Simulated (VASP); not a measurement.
# Co (P6_3/mmc) in VASP: settings compared

Co is run at these levels: BLYP+D4, revPBE+D3(BJ); tasks: single point, relaxation of cell and atoms.

All numbers are computed with VASP 6.6.1; they aren't measurements. Logs are shortened: lines on timing, memory, paths and dates and some standing lists are left out, and cuts for length are marked.

### 1 The cell of the first run

The structure is hexagonal, space group P6_3/mmc (No. 194). The conventional cell has a = 2.486 Å, b = 2.486 Å, c = 4.004 Å, α = 90.00°, β = 90.00°, γ = 120.00°. Co (site symmetry -6m2) has 12 Co at 2.46 to 2.49 Å within 3.3 Å.

### 2 Single point, BLYP+D4, collinear spin, ferromagnetic start

INCAR reads:

```
PREC     = Accurate       # precision mode
ENCUT    = 520            # plane-wave cutoff, eV
EDIFF    = 1E-6           # SCF threshold, eV
ISMEAR   = -1             # smearing method
SIGMA    = 0.05           # smearing width, eV
LREAL    = F              # projectors in reciprocal space
LASPH    = T              # aspherical terms in the spheres
NELM     = 150            # most SCF steps
ALGO     = Fast           # electronic algorithm
ISIF     = 2              # what is computed and relaxed
LWAVE    = F              # write WAVECAR
LCHARG   = F              # write CHGCAR
ISPIN    = 2              # spin polarisation
MAGMOM   = 2 2            # initial moments
LORBIT   = 11             # projections on sites
LMAXMIX  = 4              # l up to which the mixer works
GGA      = B5             # functional
ALDAX    = 1.0          
AGGAX    = 1.0          
AGGAC    = 1.0          
ALDAC    = 0.0          
IVDW     = 13             # dispersion correction
VDW_S6   = 1.0          
VDW_S8   = 2.34076671   
VDW_A1   = 0.44488865   
VDW_A2   = 4.0933009    
NBANDS   = 20             # bands
```

KPOINTS reads:

```
Automatic mesh
0
Gamma
  12 12 7
```

POSCAR reads:

```
Co
1.0
    2.4858741758      0.0000000000      0.0000000000
   -1.2429370879      2.1528301868      0.0000000000
    0.0000000000      0.0000000000      4.0043195751
Co
2
Direct
    0.6666666667      0.3333333333      0.7500000000
    0.3333333333      0.6666666667      0.2500000000
```

Potentials or basis: VASP PAW PBE potentials, release 64 (Co).

The run is started by

```
$ cat potpaw_PBE.64/Co/POTCAR > POTCAR
$ mpirun -np 1 vasp_std > vasp.out
```

OUTCAR:

```text
PREC = Accurate
   ENCUT = 520
   EDIFF = 1E-6
   ISMEAR = -1
   LREAL = F
   LASPH = T
   NELM = 150
   ISIF = 2
   ISPIN = 2
   LORBIT = 11
   GGA = B5
   IVDW = 13

 ion  position               nearest neighbor table
   1  0.667  0.333  0.750-   2 2.46   2 2.46   2 2.46   2 2.46   2 2.46   2 2.46
   2  0.333  0.667  0.250-   1 2.46   1 2.46   1 2.46   1 2.46   1 2.46   1 2.46

  LATTYP: Found a hexagonal cell.
 ALAT       =     2.4858741758
 C/A-ratio  =     1.6108295480

  Lattice vectors:

 A1 = (   2.4858741758,   0.0000000000,   0.0000000000)
 A2 = (  -1.2429370879,   2.1528301868,   0.0000000000)
 A3 = (   0.0000000000,   0.0000000000,   4.0043195751)

Analysis of symmetry for initial positions (statically):
=====================================================================
 Subroutine PRICEL returns:
 Original cell was already a primitive cell.

 Routine SETGRP: Setting up the symmetry group for a
 hexagonal supercell.

 Subroutine GETGRP returns: Found 24 space group operations
 (whereof 12 operations were pure point group operations)
 out of a pool of 24 trial point group operations.

The static configuration has the point symmetry D_3d.
 The point group associated with its full space group is D_6h.

Analysis of symmetry for dynamics (positions and initial velocities):
=====================================================================
 Subroutine PRICEL returns:
 Original cell was already a primitive cell.

 Routine SETGRP: Setting up the symmetry group for a
 hexagonal supercell.

 Subroutine GETGRP returns: Found 24 space group operations
 (whereof 12 operations were pure point group operations)
 out of a pool of 24 trial point group operations.

The dynamic configuration has the point symmetry D_3d.
 The point group associated with its full space group is D_6h.

Analysis of structural, dynamic, and magnetic symmetry:
=====================================================================
 Subroutine PRICEL returns:
 Original cell was already a primitive cell.

 Routine SETGRP: Setting up the symmetry group for a
 hexagonal supercell.

 Subroutine GETGRP returns: Found 24 space group operations
 (whereof 12 operations were pure point group operations)
 out of a pool of 24 trial point group operations.

The overall configuration has the point symmetry D_3d.
 The point group associated with its full space group is D_6h.

 Subroutine INISYM returns: Found 24 space group operations
 (whereof 12 operations are pure point group operations),
 and found     1 'primitive' translations

----------------------------------------------------------------------------------------

                                     Primitive cell

  volume of cell :      21.4298

  direct lattice vectors                    reciprocal lattice vectors
     2.485874176  0.000000000  0.000000000     0.402272975  0.232252410  0.000000000
    -1.242937088  2.152830187  0.000000000     0.000000000  0.464504821  0.000000000
     0.000000000  0.000000000  4.004319575     0.000000000  0.000000000  0.249730318

  length of vectors
     2.485874176  2.485874176  4.004319575     0.464504821  0.464504821  0.249730318

  position of ions in fractional coordinates (direct lattice)
     0.666666667  0.333333333  0.750000000
     0.333333333  0.666666667  0.250000000

  ion indices of the primitive-cell ions
   primitive index   ion index
                 1           1
                 2           2

----------------------------------------------------------------------------------------

 KPOINTS: Automatic mesh

Automatic generation of k-mesh.
 Grid dimensions read from file:
 generate k-points for:   12   12    7

 Generating k-lattice:

  Cartesian coordinates                     Fractional coordinates (reciprocal lattice)
     0.033522748  0.019354368  0.000000000     0.083333333  0.000000000  0.000000000
     0.000000000  0.038708735  0.000000000     0.000000000  0.083333333  0.000000000
     0.000000000  0.000000000  0.035675760     0.000000000  0.000000000  0.142857143

  Length of vectors
     0.038708735  0.038708735  0.035675760

  Shift w.r.t. Gamma in fractional coordinates (k-lattice)
     0.000000000  0.000000000  0.000000000

 Subroutine IBZKPT returns following result:
 ===========================================

 Found     76 irreducible k-points:

 Following reciprocal coordinates:
            Coordinates               Weight
  0.000000  0.000000  0.000000      1.000000
  0.083333  0.000000  0.000000      6.000000
  0.166667 -0.000000  0.000000      6.000000
  0.250000 -0.000000  0.000000      6.000000
  0.333333  0.000000  0.000000      6.000000
  0.416667 -0.000000  0.000000      6.000000
[... 16 lines left out ...]
  0.250000 -0.000000  0.142857     12.000000
  0.333333  0.000000  0.142857     12.000000
 [... further k-points ...]
   k-points           NKPTS =     76   k-points in BZ     NKDIM =     76   number of bands    NBANDS=     20
   number of dos      NEDOS =    301   number of ions     NIONS =      2
   total plane-waves  NPLWV =   9720
   dimension x,y,z NGX =    18 NGY =   18 NGZ =   30
   dimension x,y,z NGXF=    36 NGYF=   36 NGZF=   60
   ions per type =               2
   NGX,Y,Z   is equivalent  to a cutoff of  12.04, 12.04, 12.45 a.u.
   NGXF,Y,Z  is equivalent  to a cutoff of  24.08, 24.08, 24.91 a.u.
 SYSTEM =  unknown system
   PREC   = accura    normal or accurate (medium, high low for compatibility)
   ISTART =      0    job   : 0-new  1-cont  2-samecut
   ICHARG =      2    charge: 1-file 2-atom 10-const
   ISPIN  =      2    spin polarized calculation?
   LNONCOLLINEAR =      F non collinear calculations
   LSORBIT =      F    spin-orbit coupling
   LASPH  =      T    aspherical Exc in radial PAW
   ENCUT  =  520.0 eV  38.22 Ry    6.18 a.u.   4.62  4.62  7.45*2*pi/ulx,y,z
   NELM   =    150;   NELMIN=  2; NELMDL= -5     # of ELM steps
   EDIFF  = 0.1E-05   stopping-criterion for ELM
   LREAL  =      F    real-space projection
   EDIFFG = 0.1E-04   stopping-criterion for IOM
   NSW    =      0    number of steps for IOM
   IBRION =     -1    ionic relax: 0-MD 1-quasi-New 2-CG
   NFREE  =      0    steps in history (QN), initial steepest desc. (CG)
   ISIF   =      2    stress and relaxation
   ISYM   =      2    0-nonsym 1-usesym 2-fastsym
   POTIM  = 0.5000    time-step for ionic-motion
   TEBEG  =    0.0;   TEEND  =   0.0 temperature during run
   PSTRESS=    0.0 pullay stress
   NELECT =      18.0000    total number of electrons
   NUPDOWN=      -1.0000    fix difference up-down
   EMIN   =  10.00;   EMAX   =-10.00  energy-range for DOS
   EFERMI =   0.00;   METHOD = LEGACY
   ISMEAR =    -1;   SIGMA  =   0.05  broadening in eV -4-tet -1-fermi 0-gaus
   EFERMI_NEDOS =   21; number of points for ismear=-14 and -15
   IALGO  =     68    algorithm
   IMIX   =      4    mixing-type and parameters
     AMIX     =   0.40;   BMIX     =  1.00
     AMIX_MAG =   1.60;   BMIX_MAG =  1.00
  volume/ion in A,a.u.               =      10.71        72.31
  Fermi-wavevector in a.u.,A,eV,Ry     =   1.544637  2.918941 32.462190  2.385904
  Thomas-Fermi vector in A             =   2.650130
   LORBIT       =     11    0 simple, 1 ext, 2 COOP (PROOUT), +10 PAW based schemes
   GGA     = B5    functional components
   LHFCALC =     F    Hartree Fock is set to
   AEXX    =    0.0000 exact exchange contribution
   IVDW    =    13    specifies the selected vdW correction
   LEPSILON=     F    determine dielectric tensor
   LRPA    =     F    only Hartree local field effects (RPA)
 spin polarized calculation
 RMM-DIIS sequential band-by-band and
  energy-cutoff  :      520.00
  volume of cell :       21.43
 maximum number of plane-waves:       587
   NGX =  9   NGY =  9   NGZ = 15

 number of electron      17.9999998 magnetization       3.1312289

 Free energy of the ion-electron system (eV)
  ---------------------------------------------------
  ext. energy  EPLUGINS =         0.00000000
  ---------------------------------------------------
  free energy    TOTEN  =       -12.08454737 eV

  energy without entropy =      -12.06802050  energy(sigma->0) =      -12.07628394

 E-fermi :  10.8938     XC(G=0): -12.8741

 val. band max:       10.8660151707   @ k =   0.3333   0.2500   0.4286
 cond. band min:      10.8982501422   @ k =   0.2500  -0.0000   0.0000
 fundamental gap:      0.0322349715
 Fermi energy:        10.8938064738

 spin component 1

 k-point     1 :       0.0000    0.0000    0.0000
  band No.  band energies     occupation
      1       2.0840      1.00000
      2       5.7848      1.00000
      3       8.3367      1.00000
      4       8.3409      1.00000
      5       8.3409      1.00000
      6       8.6626      1.00000
[... 12 lines left out ...]
     19      37.1123      0.00000
     20      37.1123      0.00000
[... 507 lines left out ...]
 k-point    24 :       0.3333    0.0000    0.1429
  band No.  band energies     occupation
      1       5.3100      1.00000
      2       6.5344      1.00000
      3       6.9465      1.00000
      4       7.6803      1.00000
      5       8.4152      1.00000
      6       8.4169      1.00000
[... 12 lines left out ...]
     19      34.4634      0.00000
     20      35.8793      0.00000

 [... further k-points ...]

 spin component 2

 k-point     1 :       0.0000    0.0000    0.0000
  band No.  band energies     occupation
      1       2.1246      1.00000
      2       6.7045      1.00000
      3       9.8871      1.00000
      4       9.8871      1.00000
      5       9.8878      1.00000
      6      10.2594      1.00000
[... 12 lines left out ...]
     19      37.4512      0.00000
     20      37.4512      0.00000
[... 507 lines left out ...]
 k-point    24 :       0.3333    0.0000    0.1429
  band No.  band energies     occupation
      1       5.6025      1.00000
      2       7.6831      1.00000
      3       8.0493      1.00000
      4       8.9045      1.00000
      5       9.8243      1.00000
      6       9.9852      1.00000
[... 12 lines left out ...]
     19      34.5400      0.00000
     20      36.2332      0.00000

 [... further k-points ...]

------------------------ aborting loop because EDIFF is reached ----------------------------------------

  DFT-D4 for vdW energy calculation

  Edisp (eV):   -1.67785

  FORCE on cell =-STRESS in cart. coord.  units (eV):
  Direction    XX          YY          ZZ          XY          YZ          ZX
  --------------------------------------------------------------------------------------
  -------------------------------------------------------------------------------------
  Total      -0.06894    -0.06894    -0.07030    -0.00000    -0.00000     0.00000
  in kB      -5.15410    -5.15410    -5.25596    -0.00000    -0.00000     0.00000
  external pressure =       -5.19 kB  Pullay stress =        0.00 kB

 VOLUME and BASIS-vectors are now :
 -----------------------------------------------------------------------------
  energy-cutoff  :      520.00
  volume of cell :       21.43
      direct lattice vectors                 reciprocal lattice vectors
     2.485874176  0.000000000  0.000000000     0.402272975  0.232252410  0.000000000
    -1.242937088  2.152830187  0.000000000     0.000000000  0.464504821  0.000000000
     0.000000000  0.000000000  4.004319575     0.000000000  0.000000000  0.249730318

 POSITION                                       TOTAL-FORCE (eV/Angst)
 -----------------------------------------------------------------------------------
      1.24294      0.71761      3.00324         0.000000      0.000000      0.000000
     -0.00000      1.43522      1.00108        -0.000000      0.000000      0.000000
 -----------------------------------------------------------------------------------
    total drift:                               -0.000000      0.000000     -0.000000

  FREE ENERGIE OF THE ION-ELECTRON SYSTEM (eV)
  ---------------------------------------------------
  free  energy   TOTEN  =       -13.7623973956 eV

  energy  without entropy=      -13.7458705179  energy(sigma->0) =      -13.75413396

 total charge

# of ion       s       p       d       tot
------------------------------------------
    1        0.489   0.512   7.324   8.326
    2        0.489   0.512   7.324   8.326
--------------------------------------------------
tot          0.979   1.024  14.649  16.652

 magnetization (x)

# of ion       s       p       d       tot
------------------------------------------
    1       -0.015  -0.048   1.641   1.578
    2       -0.015  -0.048   1.641   1.578
--------------------------------------------------
tot         -0.029  -0.096   3.281   3.156
```

Run time: 66 s. Hardware: 1 thread of Intel Xeon Platinum 8488C (Sapphire Rapids), shared host; peak memory 0.16 GiB.

Results:

- Free energy: -13.7624 eV
- Pressure: -0.5 GPa
- Net moment: 3.13 μB per cell
- Site moments: Co +1.58 μB
- Valence electrons inside the program's atomic spheres: Co 8.33
- Dispersion energy per atom: -0.839 eV

Levels at points of the mesh, in eV from the Fermi level:
Spin up:
```tsv
k point	band 8	band 9	band 10	band 11	band 12	band 13	band 14	band 15
(0.00, 0.00, 0.00)	-1.89	-1.89	-0.74	-0.74	0.21	6.61	22.40	24.69
(0.50, 0.00, 0.00)	-0.62	-0.50	-0.47	1.48	3.49	9.97	10.56	13.20
```
Spin down:
```
           k point  band 5  band 6  band 7  band 8  band 9  band 10
(0.00, 0.00, 0.00)   -1.01   -0.63   -0.63   -0.23   -0.23     0.20
(0.50, 0.00, 0.00)   -1.19   -1.03   -0.62    1.16    1.30     1.33
```

Caveat: the PAW data sets were made with another functional, which shifts forces and pressure a little; pairwise dispersion overbinds metals, which lowers pressure and volume.

(Continued in part 2 of 2.)
